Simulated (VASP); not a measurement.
Runs of VASP 6.6.1 on La2O3. The structure is that of space group P-3m1 (No. 164), or close to it. The cells are those of the table. 

```csv
cell,gap on the mesh (eV),pressure (GPa),largest force (eV/Å)
"a = 3.803, b = 3.803, c = 5.252 Å, angles 90.0, 90.0, 120.0°, 5 atoms",3.72,39.5,0.02
"a = 3.940, b = 3.940, c = 6.188 Å, angles 90.0, 90.0, 120.0°, 5 atoms",(a),(b),0.01
"a = 3.886, b = 3.886, c = 5.874 Å, angles 90.0, 90.0, 120.0°, 5 atoms",(c),9.7,0.01
"a = 3.855, b = 3.855, c = 5.608 Å, angles 90.0, 90.0, 120.0°, 5 atoms",3.81,19.6,0.02
"a = 3.829, b = 3.829, c = 5.400 Å, angles 90.0, 90.0, 120.0°, 5 atoms",3.74,29.6,0.02
```

Alike in all rows: task single point; level PBE; potentials or basis VASP PAW PBE potentials, release 64 (La, O); no spin polarisation; k mesh 6 × 6 × 4; cutoff (eV) 520; smearing gaussian 0.01 eV.

Problem. Fill in the values left out.

Solution. (a) 3.85; (b) -0.3; (c) 3.87.

Caveats: spin-orbit coupling is left out, which moves the levels of the heavy elements.

A k mesh can miss the band edges, and the runs leave out spin-orbit coupling on La.
